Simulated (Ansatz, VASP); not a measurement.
BaO: VASP beside Ansatz

The input INCAR:

```
PREC = Accurate
ENCUT = 1340
EDIFF = 1E-6
ISMEAR = 0
SIGMA = 0.1
LREAL = F
LASPH = T
NELM = 120
ALGO = Normal
ISIF = 2
LWAVE = F
LCHARG = F
GGA = PE
IVDW = 12
NBANDS = 15
GGA_COMPAT = F
```

Contents of KPOINTS:

```
Automatic mesh
0
Gamma
  6 6 6
```

POSCAR

```
BaO
1.0
    0.0000000000      2.7600000000      2.7600000000
    2.7600000000      0.0000000000      2.7600000000
    2.7600000000      2.7600000000      0.0000000000
Ba O
1 1
Direct
    0.0000000000      0.0000000000      0.0000000000
    0.5000000000      0.5000000000      0.5000000000
```

Input for Ansatz:

```yaml
crystal:
  lattice:
    - [0.0, 2.76, 2.76]
    - [2.76, 0.0, 2.76]
    - [2.76, 2.76, 0.0]
  atoms:
    - { symbol: Ba, position: [0.0, 0.0, 0.0] }
    - { symbol: O, position: [0.5, 0.5, 0.5] }
basis:
  ecutwfc: 420
kpoints:
  mp_grid: { grid: [6, 6, 6] }
hamiltonian:
  xc: pbe
  dispersion: d3bj
  pseudopotentials: { kind: paw, azcp: { folder: soft_1 } }
scf:
  occupations: { method: gaussian, width: 0.1 }
output:
  forces: true
  stress: true
  eigenvalues: true
```

Alike in both runs: task single point; functional PBE; dispersion D3(BJ); k mesh 6 × 6 × 6; occupations gaussian, width 0.1 eV; no spin polarisation.

```csv
,VASP,Ansatz
version,VASP 6.6.1,Ansatz 0.2.0
potentials or method,"VASP PAW PBE potentials, release 64 (Ba_sv, O_h), cutoff 1340 eV","scalar-relativistic, plane waves, PAW"
valence electrons in the cell,16,16
```

VASP gave:

```
gap on the k mesh at the Fermi level (eV) : 1.94
least direct gap on the mesh (eV)         : 1.94
pressure (GPa)                            : 2.0
```

What did Ansatz give for the same quantities?

gap on the k mesh at the Fermi level (eV): 2.01; least direct gap on the mesh (eV): 2.01; pressure (GPa): 0.4.

Spin-orbit coupling is off throughout.
